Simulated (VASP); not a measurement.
# BN (zincblende type) (F-43m) in VASP: single point with r2SCAN

Aim: the single point of BN (zincblende type) with r2SCAN.

Program: VASP 6.6.1. These are calculated values, not measurements. Logs are shortened: lines on timing, memory, paths and dates and some standing lists are left out, and cuts for length are marked.

### 1 The cell of the first run

The structure is cubic, space group F-43m (No. 216). The conventional cell has a = 3.610 Å, b = 3.610 Å, c = 3.610 Å, α = 90.00°, β = 90.00°, γ = 90.00°. B (site symmetry -43m) has 4 N at 1.56 Å within 2.1 Å. N (site symmetry -43m) has 4 B at 1.56 Å within 2.1 Å.

### 2 Single point, r2SCAN

The input, POSCAR:

```
BN
1.0
    0.0000000000      1.8048005125      1.8048005125
    1.8048005125      0.0000000000      1.8048005125
    1.8048005125      1.8048005125      0.0000000000
B N
1 1
Direct
    0.0000000000      0.0000000000      0.0000000000
    0.2500000000      0.2500000000      0.2500000000
```

The input, INCAR.step1:

```
SYSTEM = BN
PREC = Accurate ; ENCUT = 1460
ISMEAR = -1 ; SIGMA = 0.08
LREAL = .FALSE. ; LASPH = .TRUE.
NELM = 120 ; NBANDS = 11
GGA = PE ; ALGO = Normal
EDIFF = 1E-5 ; LWAVE = .TRUE.
LCHARG = .FALSE. ; GGA_COMPAT = .FALSE.
```

The input, INCAR.step2:

```
SYSTEM = BN
PREC = Accurate ; ENCUT = 1460
EDIFF = 1E-6 ; ISMEAR = -1
SIGMA = 0.08 ; LREAL = .FALSE.
LASPH = .TRUE. ; NELM = 120
ALGO = Normal ; ISIF = 2
LWAVE = .FALSE. ; LCHARG = .TRUE.
METAGGA = R2SCAN ; LMIXTAU = .TRUE.
LELF = .TRUE. ; LVHAR = .TRUE.
NBANDS = 11 ; ISTART = 1
GGA_COMPAT = .FALSE.
```

The input, KPOINTS:

```
regular mesh
0
G
  15 15 15
  0 0 0
```

Potentials or basis: VASP PAW PBE potentials, release 64 (B_h, N_h).

Launch:

```sh
cat potpaw_PBE.64/B_h/POTCAR potpaw_PBE.64/N_h/POTCAR > POTCAR
cp INCAR.step1 INCAR
mpirun -np 1 vasp_std > vasp.out
cp INCAR.step2 INCAR
mpirun -np 1 vasp_std > vasp.out
```

OUTCAR:

```text
SYSTEM = BN
   PREC = Accurate
   ENCUT = 1460
   EDIFF = 1E-6
   ISMEAR = -1
   LREAL = .FALSE.
   LASPH = .TRUE.
   NELM = 120
   ISIF = 2
   METAGGA = R2SCAN
   ISTART = 1

 ion  position               nearest neighbor table
   1  0.000  0.000  0.000-
   2  0.250  0.250  0.250-

  LATTYP: Found a face centered cubic cell.
 ALAT       =     3.6096010250

  Lattice vectors:

 A1 = (   0.0000000000,   1.8048005125,   1.8048005125)
 A2 = (   1.8048005125,   0.0000000000,   1.8048005125)
 A3 = (   1.8048005125,   1.8048005125,   0.0000000000)

Analysis of symmetry for initial positions (statically):
=====================================================================
 Subroutine PRICEL returns:
 Original cell was already a primitive cell.

 Routine SETGRP: Setting up the symmetry group for a
 face centered cubic supercell.

 Subroutine GETGRP returns: Found 24 space group operations
 (whereof 24 operations were pure point group operations)
 out of a pool of 48 trial point group operations.

The static configuration has the point symmetry T_d .

Analysis of symmetry for dynamics (positions and initial velocities):
=====================================================================
 Subroutine PRICEL returns:
 Original cell was already a primitive cell.

 Routine SETGRP: Setting up the symmetry group for a
 face centered cubic supercell.

 Subroutine GETGRP returns: Found 24 space group operations
 (whereof 24 operations were pure point group operations)
 out of a pool of 48 trial point group operations.

The dynamic configuration has the point symmetry T_d .

 Subroutine INISYM returns: Found 24 space group operations
 (whereof 24 operations are pure point group operations),
 and found     1 'primitive' translations

----------------------------------------------------------------------------------------

                                     Primitive cell

  volume of cell :      11.7576

  direct lattice vectors                    reciprocal lattice vectors
     0.000000000  1.804800512  1.804800512    -0.277038928  0.277038928  0.277038928
     1.804800512  0.000000000  1.804800512     0.277038928 -0.277038928  0.277038928
     1.804800512  1.804800512  0.000000000     0.277038928  0.277038928 -0.277038928

  length of vectors
     2.552373362  2.552373362  2.552373362     0.479845500  0.479845500  0.479845500

  position of ions in fractional coordinates (direct lattice)
     0.000000000  0.000000000  0.000000000
     0.250000000  0.250000000  0.250000000

  ion indices of the primitive-cell ions
   primitive index   ion index
                 1           1
                 2           2

----------------------------------------------------------------------------------------

 KPOINTS: regular mesh

Automatic generation of k-mesh.
 Grid dimensions read from file:
 generate k-points for:   15   15   15

 Generating k-lattice:

  Cartesian coordinates                     Fractional coordinates (reciprocal lattice)
    -0.018469262  0.018469262  0.018469262     0.066666667  0.000000000  0.000000000
     0.018469262 -0.018469262  0.018469262     0.000000000  0.066666667  0.000000000
     0.018469262  0.018469262 -0.018469262     0.000000000  0.000000000  0.066666667

  Length of vectors
     0.031989700  0.031989700  0.031989700

  Shift w.r.t. Gamma in fractional coordinates (k-lattice)
     0.000000000  0.000000000  0.000000000

 Subroutine IBZKPT returns following result:
 ===========================================

 Found    120 irreducible k-points:

 Following reciprocal coordinates:
            Coordinates               Weight
  0.000000  0.000000  0.000000      1.000000
  0.066667  0.000000  0.000000      8.000000
  0.133333  0.000000  0.000000      8.000000
  0.200000  0.000000  0.000000      8.000000
  0.266667  0.000000  0.000000      8.000000
  0.333333  0.000000  0.000000      8.000000
[... 16 lines left out ...]
  0.133333  0.133333  0.000000      6.000000
  0.200000  0.133333  0.000000     24.000000
 [... further k-points ...]
   k-points           NKPTS =    120   k-points in BZ     NKDIM =    120   number of bands    NBANDS=     11
   number of dos      NEDOS =    301   number of ions     NIONS =      2
   total plane-waves  NPLWV =  32768
   dimension x,y,z NGX =    32 NGY =   32 NGZ =   32
   dimension x,y,z NGXF=    64 NGYF=   64 NGZF=   64
   ions per type =               1   1
   NGX,Y,Z   is equivalent  to a cutoff of  20.84, 20.84, 20.84 a.u.
   NGXF,Y,Z  is equivalent  to a cutoff of  41.69, 41.69, 41.69 a.u.
 SYSTEM =  BN
   PREC   = accura    normal or accurate (medium, high low for compatibility)
   ISTART =      1    job   : 0-new  1-cont  2-samecut
   ICHARG =      0    charge: 1-file 2-atom 10-const
   ISPIN  =      1    spin polarized calculation?
   LNONCOLLINEAR =      F non collinear calculations
   LSORBIT =      F    spin-orbit coupling
   LASPH  =      T    aspherical Exc in radial PAW
   ENCUT  = 1460.0 eV 107.31 Ry   10.36 a.u.   7.95  7.95  7.95*2*pi/ulx,y,z
   NELM   =    120;   NELMIN=  2; NELMDL=  0     # of ELM steps
   EDIFF  = 0.1E-05   stopping-criterion for ELM
   LREAL  =      F    real-space projection
   EDIFFG = 0.1E-04   stopping-criterion for IOM
   NSW    =      0    number of steps for IOM
   IBRION =     -1    ionic relax: 0-MD 1-quasi-New 2-CG
   NFREE  =      0    steps in history (QN), initial steepest desc. (CG)
   ISIF   =      2    stress and relaxation
   ISYM   =      2    0-nonsym 1-usesym 2-fastsym
   POTIM  = 0.5000    time-step for ionic-motion
   TEBEG  =    0.0;   TEEND  =   0.0 temperature during run
   PSTRESS=    0.0 pullay stress
   NELECT =       8.0000    total number of electrons
   NUPDOWN=      -1.0000    fix difference up-down
   EMIN   =  10.00;   EMAX   =-10.00  energy-range for DOS
   EFERMI =   0.00;   METHOD = LEGACY
   ISMEAR =    -1;   SIGMA  =   0.08  broadening in eV -4-tet -1-fermi 0-gaus
   EFERMI_NEDOS =   21; number of points for ismear=-14 and -15
   IALGO  =     38    algorithm
   IMIX   =      4    mixing-type and parameters
     AMIX     =   0.40;   BMIX     =  1.00
     AMIX_MAG =   1.60;   BMIX_MAG =  1.00
  volume/ion in A,a.u.               =       5.88        39.67
  Fermi-wavevector in a.u.,A,eV,Ry     =   1.439900  2.721016 28.209117  2.073312
  Thomas-Fermi vector in A             =   2.558704
   LORBIT       =      0    0 simple, 1 ext, 2 COOP (PROOUT), +10 PAW based schemes
   METAGGA = R2SCAN    functional components
   LHFCALC =     F    Hartree Fock is set to
   AEXX    =    0.0000 exact exchange contribution
   IVDW    =     0    specifies the selected vdW correction
   LEPSILON=     F    determine dielectric tensor
   LRPA    =     F    only Hartree local field effects (RPA)
 non-spin polarized calculation
  energy-cutoff  :     1460.00
  volume of cell :       11.76
 maximum number of plane-waves:      1505
   NGX = 15   NGY = 15   NGZ = 15

 number of electron       8.0000000 magnetization

 Free energy of the ion-electron system (eV)
  ---------------------------------------------------
  ext. energy  EPLUGINS =         0.00000000
  ---------------------------------------------------
  free energy    TOTEN  =       -19.20398975 eV

  energy without entropy =      -19.20398975  energy(sigma->0) =      -19.20398975

 E-fermi :  10.5974     XC(G=0): -13.7802

 val. band max:        8.9858717306   @ k =   0.0000   0.0000   0.0000
 cond. band min:      14.0426879722   @ k =   0.4667   0.4667   0.0000
 fundamental gap:      5.0568162417
 Fermi energy:        10.5974283420

 k-point     1 :       0.0000    0.0000    0.0000
  band No.  band energies     occupation
      1     -12.3488      2.00000
      2       8.9859      2.00000
      3       8.9859      2.00000
      4       8.9859      2.00000
      5      18.5577      0.00000
      6      18.5577      0.00000
      7      18.5577      0.00000
      8      20.1263      0.00000
      9      35.2160      0.00000
     10      37.7440      0.00000
     11      37.7440      0.00000

 k-point     2 :       0.0667    0.0000    0.0000
  band No.  band energies     occupation
      1     -12.2364      2.00000
      2       8.3573      2.00000
      3       8.8641      2.00000
      4       8.8641      2.00000
      5      18.7168      0.00000
      6      18.7467      0.00000
      7      18.7467      0.00000
      8      20.5068      0.00000
      9      35.0861      0.00000
     10      36.0864      0.00000
     11      36.0864      0.00000

 k-point     3 :       0.1333    0.0000    0.0000
  band No.  band energies     occupation
      1     -11.9018      2.00000
      2       6.7978      2.00000
      3       8.5456      2.00000
      4       8.5456      2.00000
      5      18.9756      0.00000
      6      19.2287      0.00000
      7      19.2287      0.00000
      8      21.5230      0.00000
      9      34.5549      0.00000
     10      34.5549      0.00000
     11      34.6933      0.00000

 k-point     4 :       0.2000    0.0000    0.0000
  band No.  band energies     occupation
      1     -11.3545      2.00000
      2       4.8169      2.00000
      3       8.1313      2.00000
      4       8.1313      2.00000
      5      19.2128      0.00000
      6      19.7985      0.00000
      7      19.7985      0.00000
      8      22.7490      0.00000
      9      33.7297      0.00000
     10      33.7297      0.00000
     11      34.1759      0.00000
[... 239 lines left out ...]
 k-point    22 :      -0.0667    0.0667    0.0000
  band No.  band energies     occupation
      1     -12.0499      2.00000
      2       7.6633      2.00000
      3       8.2466      2.00000
      4       8.8723      2.00000
      5      18.8097      0.00000
      6      18.8370      0.00000
      7      19.3540      0.00000
      8      21.0634      0.00000
      9      34.1807      0.00000
     10      34.3244      0.00000
     11      36.6189      0.00000

 k-point    23 :       0.1333    0.1333    0.0000
  band No.  band energies     occupation
      1     -11.7533      2.00000
      2       7.4981      2.00000
      3       7.7059      2.00000
      4       7.7059      2.00000
      5      17.7859      0.00000
      6      20.3691      0.00000
      7      20.3691      0.00000
      8      21.4298      0.00000
      9      30.5367      0.00000
     10      36.5086      0.00000
     11      38.5937      0.00000

 k-point    24 :       0.2000    0.1333    0.0000
  band No.  band energies     occupation
      1     -11.3515      2.00000
      2       6.0234      2.00000
      3       7.1914      2.00000
      4       7.5894      2.00000
      5      17.7137      0.00000
      6      20.9193      0.00000
      7      21.1508      0.00000
      8      22.0596      0.00000
      9      29.5383      0.00000
     10      36.7700      0.00000
     11      37.8943      0.00000

 [... further k-points ...]

------------------------ aborting loop because EDIFF is reached ----------------------------------------

  FORCE on cell =-STRESS in cart. coord.  units (eV):
  Direction    XX          YY          ZZ          XY          YZ          ZX
  --------------------------------------------------------------------------------------
  -------------------------------------------------------------------------------------
  Total       -0.0309106     -0.0309106     -0.0309106      0.0000000      0.0000000      0.0000000
  in kB       -4.2121166     -4.2121166     -4.2121166      0.0000000      0.0000000      0.0000000
  external PRESSURE =      -4.2121166 kB  Pullay stress =       0.0000000 kB

 VOLUME and BASIS-vectors are now :
 -----------------------------------------------------------------------------
  energy-cutoff  :     1460.00
  volume of cell :       11.76
      direct lattice vectors                 reciprocal lattice vectors
     0.000000000  1.804800512  1.804800512    -0.277038928  0.277038928  0.277038928
     1.804800512  0.000000000  1.804800512     0.277038928 -0.277038928  0.277038928
     1.804800512  1.804800512  0.000000000     0.277038928  0.277038928 -0.277038928

 POSITION                                       TOTAL-FORCE (eV/Angst)
 -----------------------------------------------------------------------------------
      0.00000      0.00000      0.00000         0.000000      0.000000      0.000000
      0.90240      0.90240      0.90240        -0.000000     -0.000000     -0.000000
 -----------------------------------------------------------------------------------
    total drift:                               -0.000000     -0.000000     -0.000000

  FREE ENERGIE OF THE ION-ELECTRON SYSTEM (eV)
  ---------------------------------------------------
  free  energy   TOTEN  =       -19.2039897506 eV

  energy  without entropy=      -19.2039897506  energy(sigma->0) =      -19.20398975
```

Run time: 74 s. Hardware: 1 thread of Intel Xeon 6975P-C (Granite Rapids), shared host; peak memory 0.21 GiB.

What came out:

| Quantity | Value |
| --- | --- |
| Free energy | -19.2040 eV |
| Pressure | -0.4 GPa |
| Band gap on the k mesh | 5.06 eV (least direct gap 9.57 eV) |

Caveat: the PAW data sets were made with another functional, which shifts forces and pressure a little; an odd mesh through Γ misses points on the zone boundary, where band edges can lie.
